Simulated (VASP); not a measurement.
# Ga3B2As5 (I-4m2) in VASP: notebook

The runs below take Ga3B2As5 through single point, with PBE.

Everything below comes from runs of VASP 6.6.1. Logs are shortened: lines on timing, memory, paths and dates and some standing lists are left out, and cuts for length are marked.

### 1 The cell of the first run

Symmetry: I-4m2, No. 119, tetragonal system. Conventional cell: a = 3.758 Å, b = 3.758 Å, c = 27.526 Å, α = 90.00°, β = 90.00°, γ = 90.00°. Ga (site symmetry -4m2) has 4 As at 2.43 Å within 3.2 Å. Ga (site symmetry 2mm) has 4 As at 2.42 to 2.43 Å within 3.2 Å. Within 2.9 Å of B (site symmetry 2mm) lie 4 As at 2.20 Å. Within 2.9 Å of As (site symmetry 2mm) lie 2 B at 2.20 Å and 2 Ga at 2.43 Å. As (site symmetry 2mm) has 2 B at 2.20 Å and 2 Ga at 2.43 Å within 2.9 Å. As (site symmetry -4m2) has 4 Ga at 2.42 Å within 3.2 Å.

### 2 Single point, PBE

Input file INCAR:

```
  ALGO = Normal
  EDIFF = 1E-6
  ENCUT = 520
  GGA = PE
  ISIF = 2
  ISMEAR = 0
  LASPH = True
  LCHARG = True
  LELF = True
  LREAL = False
  LVHAR = True
  LWAVE = False
  NBANDS = 46
  NELM = 100
  PREC = Accurate
  SIGMA = 0.1
```

Input file KPOINTS:

```
k-points
0
Gamma
  4 4 4
```

Input file POSCAR:

```
Ga3B2As5
1.0
    0.0000000000     -3.7581845647      0.0000000000
    3.7581845647      0.0000000000      0.0000000000
   -1.8790922823      1.8790922823     13.7628124273
Ga B As
3 2 5
Direct
    0.0000000000      0.0000000000      0.0000000000
    0.1947628122      0.1947628122      0.3895256245
    0.8052371878      0.8052371878      0.6104743755
    0.5972919561      0.5972919561      0.1945839123
    0.4027080439      0.4027080439      0.8054160877
    0.5559053318      0.0559053318      0.1118106636
    0.1386550262      0.6386550262      0.2773100523
    0.7500000000      0.2500000000      0.5000000000
    0.3613449738      0.8613449738      0.7226899477
    0.9440946682      0.4440946682      0.8881893364
```

Potentials or basis: VASP PAW PBE potentials, release 64 (Ga_d, B, As).

Started as:

```sh
cat potpaw_PBE.64/Ga_d/POTCAR potpaw_PBE.64/B/POTCAR potpaw_PBE.64/As/POTCAR > POTCAR
mpirun -np 1 vasp_std > vasp.out
```

OUTCAR:

```text
EDIFF = 1E-6
   ENCUT = 520
   GGA = PE
   ISIF = 2
   ISMEAR = 0
   LASPH = True
   LREAL = False
   NELM = 100
   PREC = Accurate

 ion  position               nearest neighbor table
   1  0.000  0.000  0.000-   6 2.43  10 2.43   6 2.43  10 2.43
   2  0.195  0.195  0.390-   8 2.42   8 2.42   7 2.43   7 2.43
   3  0.805  0.805  0.610-   8 2.42   8 2.42   9 2.43   9 2.43
   4  0.597  0.597  0.195-   7 2.20   7 2.20   6 2.20   6 2.20
   5  0.403  0.403  0.805-   9 2.20   9 2.20  10 2.20  10 2.20
   6  0.556  0.056  0.112-   4 2.20   4 2.20   1 2.43   1 2.43
   7  0.139  0.639  0.277-   4 2.20   4 2.20   2 2.43   2 2.43
   8  0.750  0.250  0.500-   2 2.42   3 2.42   3 2.42   2 2.42
   9  0.361  0.861  0.723-   5 2.20   5 2.20   3 2.43   3 2.43
  10  0.944  0.444  0.888-   5 2.20   5 2.20   1 2.43   1 2.43

  LATTYP: Found a body centered tetragonal cell.
 ALAT       =     3.7581845647
 C/A-ratio  =     7.3241812318

  Lattice vectors:

 A1 = (  -1.8790922824,  -1.8790922823, -13.7628124273)
 A2 = (   1.8790922823,   1.8790922824, -13.7628124273)
 A3 = (   1.8790922824,  -1.8790922824,  13.7628124273)

Analysis of symmetry for initial positions (statically):
=====================================================================
 Subroutine PRICEL returns:
 Original cell was already a primitive cell.

 Routine SETGRP: Setting up the symmetry group for a
 body centered tetragonal supercell.

 Subroutine GETGRP returns: Found  8 space group operations
 (whereof  8 operations were pure point group operations)
 out of a pool of 16 trial point group operations.

The static configuration has the point symmetry D_2d.

Analysis of symmetry for dynamics (positions and initial velocities):
=====================================================================
 Subroutine PRICEL returns:
 Original cell was already a primitive cell.

 Routine SETGRP: Setting up the symmetry group for a
 body centered tetragonal supercell.

 Subroutine GETGRP returns: Found  8 space group operations
 (whereof  8 operations were pure point group operations)
 out of a pool of 16 trial point group operations.

The dynamic configuration has the point symmetry D_2d.

 Subroutine INISYM returns: Found  8 space group operations
 (whereof  8 operations are pure point group operations),
 and found     1 'primitive' translations

----------------------------------------------------------------------------------------

                                     Primitive cell

  volume of cell :     194.3853

  direct lattice vectors                    reciprocal lattice vectors
     0.000000000 -3.758184565  0.000000000     0.000000000 -0.266085921  0.036329784
     3.758184565  0.000000000  0.000000000     0.266085921  0.000000000  0.036329784
    -1.879092282  1.879092282 13.762812427     0.000000000  0.000000000  0.072659568

  length of vectors
     3.758184565  3.758184565 14.017024703     0.268554595  0.268554595  0.072659568

  position of ions in fractional coordinates (direct lattice)
     0.000000000  0.000000000  0.000000000
     0.194762812  0.194762812  0.389525625
     0.805237188  0.805237188  0.610474375
     0.597291956  0.597291956  0.194583912
     0.402708044  0.402708044  0.805416088
     0.555905332  0.055905332  0.111810664
     0.138655026  0.638655026  0.277310052
     0.750000000  0.250000000  0.500000000
     0.361344974  0.861344974  0.722689948
     0.944094668  0.444094668  0.888189336

  ion indices of the primitive-cell ions
   primitive index   ion index
                 1           1
                 2           2
                 3           3
                 4           4
                 5           5
                 6           6
                 7           7
                 8           8
                 9           9
                10          10

----------------------------------------------------------------------------------------

 KPOINTS: k-points

Automatic generation of k-mesh.
 Grid dimensions read from file:
 generate k-points for:    4    4    4

 Generating k-lattice:

  Cartesian coordinates                     Fractional coordinates (reciprocal lattice)
     0.000000000 -0.066521480  0.009082446     0.250000000  0.000000000 -0.000000000
     0.066521480  0.000000000  0.009082446     0.000000000  0.250000000 -0.000000000
     0.000000000  0.000000000  0.018164892     0.000000000  0.000000000  0.250000000

  Length of vectors
     0.067138649  0.067138649  0.018164892

  Shift w.r.t. Gamma in fractional coordinates (k-lattice)
     0.000000000  0.000000000  0.000000000

 Subroutine IBZKPT returns following result:
 ===========================================

 Found     13 irreducible k-points:

 Following reciprocal coordinates:
            Coordinates               Weight
  0.000000  0.000000  0.000000      1.000000
  0.250000  0.000000  0.000000      8.000000
  0.500000  0.000000  0.000000      4.000000
  0.250000  0.250000  0.000000      8.000000
[... 54 lines left out ...]
   AEXX    =    0.0000 exact exchange contribution
   IVDW    =     0    specifies the selected vdW correction
   LEPSILON=     F    determine dielectric tensor
   LRPA    =     F    only Hartree local field effects (RPA)
 non-spin polarized calculation
 Gauss-broadening in eV      SIGMA  =   0.10
  energy-cutoff  :      520.00
  volume of cell :      194.39
 maximum number of plane-waves:      5263
   NGX = 13   NGY = 13   NGZ = 53

 number of electron      70.0000003 magnetization

 Free energy of the ion-electron system (eV)
  ---------------------------------------------------
  ext. energy  EPLUGINS =         0.00000000
  ---------------------------------------------------
  free energy    TOTEN  =       -45.53517305 eV

  energy without entropy =      -45.53516593  energy(sigma->0) =      -45.53516949

 E-fermi :   4.9904     XC(G=0):  -9.8208

 val. band max:        4.7417681048   @ k =   0.0000   0.0000   0.0000
 cond. band min:       5.2257565495   @ k =   0.0000   0.0000   0.0000
 fundamental gap:      0.4839884447
 Fermi energy:         4.9904037830

 k-point     1 :       0.0000    0.0000    0.0000
  band No.  band energies     occupation
      1     -10.5000      2.00000
      2     -10.4552      2.00000
      3     -10.4326      2.00000
      4     -10.3775      2.00000
      5     -10.3775      2.00000
      6     -10.3495      2.00000
[... 38 lines left out ...]
     45       7.9979      0.00000
     46       8.4484      0.00000

 k-point     2 :       0.2500    0.0000    0.0000
  band No.  band energies     occupation
      1     -10.4930      2.00000
      2     -10.4442      2.00000
      3     -10.4216      2.00000
      4     -10.4089      2.00000
      5     -10.3756      2.00000
      6     -10.3742      2.00000
[... 38 lines left out ...]
     45       8.8295      0.00000
     46       9.0486      0.00000

 k-point     3 :       0.5000    0.0000    0.0000
  band No.  band energies     occupation
      1     -10.4965      2.00000
      2     -10.4571      2.00000
      3     -10.4252      2.00000
      4     -10.4108      2.00000
      5     -10.3892      2.00000
      6     -10.3713      2.00000
[... 38 lines left out ...]
     45       9.1964      0.00000
     46       9.3601      0.00000

 k-point     4 :       0.2500    0.2500    0.0000
  band No.  band energies     occupation
      1     -10.4972      2.00000
      2     -10.4312      2.00000
      3     -10.4252      2.00000
      4     -10.4107      2.00000
      5     -10.3718      2.00000
      6     -10.3702      2.00000
[... 381 lines left out ...]
     45       9.4230      0.00000
     46       9.6248      0.00000

 k-point    12 :       0.5000    0.5000    0.2500
  band No.  band energies     occupation
      1     -10.5269      2.00000
      2     -10.4462      2.00000
      3     -10.4310      2.00000
      4     -10.4068      2.00000
      5     -10.4067      2.00000
      6     -10.3688      2.00000
[... 38 lines left out ...]
     45       9.4012      0.00000
     46       9.5860      0.00000

 k-point    13 :       0.0000    0.0000    0.5000
  band No.  band energies     occupation
      1     -10.5002      2.00000
      2     -10.4524      2.00000
      3     -10.4356      2.00000
      4     -10.3775      2.00000
      5     -10.3775      2.00000
      6     -10.3495      2.00000
[... 38 lines left out ...]
     45       8.4149      0.00000
     46       8.4258      0.00000

------------------------ aborting loop because EDIFF is reached ----------------------------------------

  FORCE on cell =-STRESS in cart. coord.  units (eV):
  Direction    XX          YY          ZZ          XY          YZ          ZX
  --------------------------------------------------------------------------------------
  -------------------------------------------------------------------------------------
  Total        1.0428860      1.0428860     -0.8226746      0.0000000      0.0000000     -0.0000000
  in kB        8.5957548      8.5957548     -6.7807114      0.0000000      0.0000000     -0.0000000
  external PRESSURE =       3.4702661 kB  Pullay stress =       0.0000000 kB

 VOLUME and BASIS-vectors are now :
 -----------------------------------------------------------------------------
  energy-cutoff  :      520.00
  volume of cell :      194.39
      direct lattice vectors                 reciprocal lattice vectors
     0.000000000 -3.758184565  0.000000000     0.000000000 -0.266085921  0.036329784
     3.758184565  0.000000000  0.000000000     0.266085921  0.000000000  0.036329784
    -1.879092282  1.879092282 13.762812427     0.000000000  0.000000000  0.072659568

 POSITION                                       TOTAL-FORCE (eV/Angst)
 -----------------------------------------------------------------------------------
      0.00000      0.00000      0.00000         0.000000      0.000000      0.000000
     -0.00000      0.00000      5.36097        -0.000000      0.000000     -0.003716
      1.87909     -1.87909      8.40184         0.000000     -0.000000      0.003716
      1.87909     -1.87909      2.67802        -0.000000      0.000000     -0.002583
      0.00000     -0.00000     11.08479         0.000000     -0.000000      0.002583
      0.00000     -1.87909      1.53883         0.000000     -0.000000      0.007609
      1.87909     -0.00000      3.81657        -0.000000      0.000000     -0.006647
      0.00000     -1.87909      6.88141         0.000000      0.000000      0.000000
      1.87909      0.00000      9.94625         0.000000     -0.000000      0.006647
      0.00000     -1.87909     12.22398        -0.000000      0.000000     -0.007609
 -----------------------------------------------------------------------------------
    total drift:                                0.000003      0.000003     -0.000000

  FREE ENERGIE OF THE ION-ELECTRON SYSTEM (eV)
  ---------------------------------------------------
  free  energy   TOTEN  =       -45.5351730484 eV

  energy  without entropy=      -45.5351659276  energy(sigma->0) =      -45.53516949
```

It took 2.3 min on 1 thread of Intel Xeon Platinum 8488C (Sapphire Rapids), shared host; peak memory 0.32 GiB.

Results:

* Free energy: -45.5352 eV
* Pressure: 0.3 GPa
* Largest force: 0.008 eV/Å
* Band gap on the k mesh: 0.48 eV

Forces in eV/Å, atoms in the order of the input:
```
Ga   0.000  0.000  0.000
Ga   0.000  0.000 -0.004
Ga   0.000  0.000  0.004
B    0.000  0.000 -0.003
B    0.000  0.000  0.003
As   0.000  0.000  0.008
As   0.000  0.000 -0.007
As   0.000  0.000  0.000
As   0.000  0.000  0.007
As   0.000  0.000 -0.008
```

Levels at points of the mesh, in eV from the valence-band top:
```
           k point  band 31  band 32  band 33  band 34  band 35  band 36  band 37  band 38  band 39  band 40
(0.00, 0.00, 0.00)    -1.08    -1.08    -0.53     0.00     0.00     0.48     0.64     0.73     1.22     1.64
(0.50, 0.00, 0.00)    -2.58    -1.75    -0.99    -0.91    -0.81     0.62     1.23     1.60     2.23     3.16
(0.50, 0.50, 0.00)    -3.76    -3.75    -3.73    -3.36    -3.20     0.92     1.02     1.73     1.81     1.88
(0.00, 0.00, 0.50)    -1.83    -0.63    -0.63    -0.38    -0.38     0.62     0.68     0.97     1.11     2.34
```

Caveat: the k points lie up to 0.42 Å⁻¹ apart; semilocal functionals underestimate gaps, and a narrow one can read as zero.

### 3 Single point, PBE

This run uses another cell than the first one, of 19.04 Å³/atom.

Input file INCAR:

```
SYSTEM = Ga3B2As5
ALGO = Normal ; EDIFF = 1E-6
ENCUT = 520 ; GGA = PE
ISIF = 2 ; ISMEAR = 0
LASPH = .True. ; LCHARG = .False.
LREAL = .False. ; LWAVE = .False.
NBANDS = 46 ; NELM = 60
PREC = Accurate ; SIGMA = 0.1
```

Input file KPOINTS:

```
k-points
0
Gamma
  6 6 6
  0 0 0
```

Input file POSCAR:

```
Ga3B2As5
1.0
   -1.8882830200      1.8882830200     13.3521773100
    1.8882830200     -1.8882830200     13.3521773100
    1.8882830200      1.8882830200    -13.3521773100
Ga B As
3 2 5
Direct
    0.0000000000      0.0000000000      0.0000000000
    0.2000000000      0.2000000000      0.0000000000
    0.8000000000      0.8000000000      0.0000000000
    0.6000000000      0.6000000000      0.0000000000
    0.4000000000      0.4000000000      0.0000000000
    0.5500000000      0.0500000000      0.5000000000
    0.1500000000      0.6500000000      0.5000000000
    0.7500000000      0.2500000000      0.5000000000
    0.3500000000      0.8500000000      0.5000000000
    0.9500000000      0.4500000000      0.5000000000
```

Potentials or basis: VASP PAW PBE potentials, release 64 (Ga_d, B, As).

Started as:

```sh
cat potpaw_PBE.64/Ga_d/POTCAR potpaw_PBE.64/B/POTCAR potpaw_PBE.64/As/POTCAR > POTCAR
mpirun -np 1 vasp_std > vasp.out
```

Run time: 62 min. Hardware: 1 thread of Intel Xeon Platinum 8488C (Sapphire Rapids), shared host; peak memory 2 GiB.

It converged, with:

```yaml
Free_energy: -44.1629 eV
Pressure: 5.1 GPa
Largest_force: 3.353 eV/Å
Band_gap_on_the_k_mesh: 0.90 eV
```

Forces in eV/Å, atoms in the order of the input:
```
Ga   0.000  0.000  0.000
Ga   0.000  0.000 -0.247
Ga   0.000  0.000  0.247
B    0.000  0.000  0.013
B    0.000  0.000 -0.013
As   0.000  0.000  3.308
As   0.000  0.000 -3.353
As   0.000  0.000  0.000
As   0.000  0.000  3.353
As   0.000  0.000 -3.308
```

Stress tensor (GPa, compression positive):
```
5.43 0.00 0.00
0.00 5.43 0.00
0.00 0.00 4.57
```

Levels at points of the mesh, in eV from the valence-band top:
```
           k point  band 33  band 34  band 35  band 36  band 37  band 38
(0.00, 0.00, 0.00)    -0.12     0.00     0.00     0.90     1.26     1.51
(0.50, 0.00, 0.00)    -1.44    -1.32    -1.26     1.04     1.87     2.21
(0.50, 0.50, 0.00)    -3.49    -3.20    -3.19     1.24     1.28     2.08
(0.50, 0.50, 0.50)    -0.67    -0.54    -0.54     1.24     1.25     1.33
```

Caveat: the cell stands under pressure; forces of over 1 eV/Å act on the atoms, so gaps and moduli don't describe the material at rest. A k mesh can miss the band edges.

### 4 Single point, PBE

This run uses another cell than the first one, of 19.37 Å³/atom.

Input file INCAR:

```
ALGO = Normal
EDIFF = 1E-7
ENCUT = 520
GGA = PE
ISIF = 2
ISMEAR = 0
LASPH = T
LCHARG = T
LELF = T
LREAL = F
LVHAR = T
LWAVE = F
NBANDS = 46
NELM = 100
PREC = Accurate
SIGMA = 0.1
```

Input file KPOINTS:

```
k-points
0
Gamma
  6 6 6
```

Input file POSCAR:

```
Ga3B2As5
1.0
   -1.8781562493      1.8781562493     13.7270213368
    1.8781562493     -1.8781562493     13.7270213368
    1.8781562493      1.8781562493    -13.7270213368
Ga B As
3 2 5
Direct
    0.0000000000      0.0000000000      0.0000000000
    0.1948486533      0.1948486533      0.0000000000
    0.8051513467      0.8051513467      0.0000000000
    0.5973425013      0.5973425013      0.0000000000
    0.4026574987      0.4026574987      0.0000000000
    0.5559260450      0.0559260450      0.5000000000
    0.1387300460      0.6387300460      0.5000000000
    0.7500000000      0.2500000000      0.5000000000
    0.3612699540      0.8612699540      0.5000000000
    0.9440739550      0.4440739550      0.5000000000
```

Started as:

```sh
cat potpaw_PBE.64/Ga_d/POTCAR potpaw_PBE.64/B/POTCAR potpaw_PBE.64/As/POTCAR > POTCAR
mpirun -np 1 vasp_std > vasp.out
```

Run time: 76 min. Hardware: 1 thread of Intel Xeon Platinum 8488C (Sapphire Rapids), shared host; peak memory 2 GiB.

The run converged. Its results:

* Free energy: -45.8082 eV
* Pressure: 0.5 GPa
* Largest force: 0.026 eV/Å
* Band gap on the k mesh: 0.49 eV

Forces on the atoms (eV/Å):
```
Ga   0.000  0.000  0.000
Ga   0.000  0.000 -0.026
Ga   0.000  0.000  0.026
B    0.000  0.000 -0.002
B    0.000  0.000  0.002
As   0.000  0.000 -0.015
As   0.000  0.000  0.015
As   0.000  0.000  0.000
As   0.000  0.000 -0.015
As   0.000  0.000  0.015
```

Levels at points of the mesh, in eV from the valence-band top:
```tsv
k point	band 31	band 32	band 33	band 34	band 35	band 36	band 37	band 38	band 39	band 40
(0.00, 0.00, 0.00)	-1.08	-1.08	-0.51	0.00	0.00	0.49	0.63	0.73	1.21	1.66
(0.50, 0.00, 0.00)	-2.57	-1.74	-1.00	-0.92	-0.82	0.63	1.24	1.62	2.26	3.18
(0.50, 0.50, 0.00)	-3.77	-3.76	-3.74	-3.36	-3.20	0.93	1.03	1.75	1.83	1.89
(0.50, 0.50, 0.50)	-1.83	-0.63	-0.63	-0.38	-0.38	0.62	0.68	0.97	1.10	2.37
```

Caveat: semilocal functionals underestimate gaps, and a narrow one can read as zero.

### 5 Summary

```csv
cell,k mesh,gap on the mesh (eV),pressure (GPa),largest force (eV/Å)
"a = 3.758, b = 3.758, c = 14.017 Å, angles 97.7, 97.7, 90.0°, 10 atoms, atomic positions A",4 × 4 × 4,0.48,0.3,0.01
"a = 13.617 Å, angles 164.1, 164.1, 22.6°, 10 atoms, atomic positions B",6 × 6 × 6,0.90,5.1,3.35
"a = 13.982 Å, angles 164.6, 164.6, 21.9°, 10 atoms, atomic positions C",6 × 6 × 6,0.49,0.5,0.03
```

Alike in all rows: task single point; level PBE; potentials or basis VASP PAW PBE potentials, release 64 (Ga_d, B, As); no spin polarisation; cutoff (eV) 520; smearing gaussian 0.1 eV.

Caveats: some runs use coarse meshes; semilocal functionals underestimate gaps, and a narrow one can read as zero (at least some runs); the cell stands under pressure (at least some runs); forces of over 1 eV/Å act on the atoms, so gaps and moduli don't describe the material at rest (at least some runs).

Total energies depend on the potentials used, so only differences within one code and one set of settings carry meaning.
